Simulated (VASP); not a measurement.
The system is Mg2Si3N.

```
Mg Si N
1.0
     5.41018    0.00000    0.00000
    -2.70509    4.68535    0.00000
     0.00000    0.00000    3.27758
Mg Si N
2 3 1
Direct
  0.33333 0.66667 0.00000
  0.66667 0.33333 0.00000
  0.50000 0.00000 0.50000
  0.50000 0.50000 0.50000
  0.00000 0.50000 0.50000
  0.00000 0.00000 0.00000
```

Base run:

| Property | Result |
| --- | --- |
| Program | VASP 6.6.1 |
| Functional | PBE |
| Potentials or basis | VASP PAW PBE potentials, release 64 (Mg, Si, N) |
| Cutoff | 520 eV |
| k mesh | 6 × 6 × 6 |
| Occupations | gaussian, width 0.1 eV |
| Spin | collinear spin, ferromagnetic start |
| Starting moments | [0.0, 0.0, 0.0, 0.0, 0.0, 1.0] μB |

Its results: pressure 45.8 GPa.

**Question.** The run is repeated on the same cell with these changes: spin from collinear spin, ferromagnetic start to no spin polarisation; further incar settings from ALGO = Normal; EDIFF = 1e-06; NBANDS = 24 to ALGO = Normal; EDIFF = 1e-07; NBANDS = 20. What comes out?

**Answer.** Pressure 42.7 GPa.
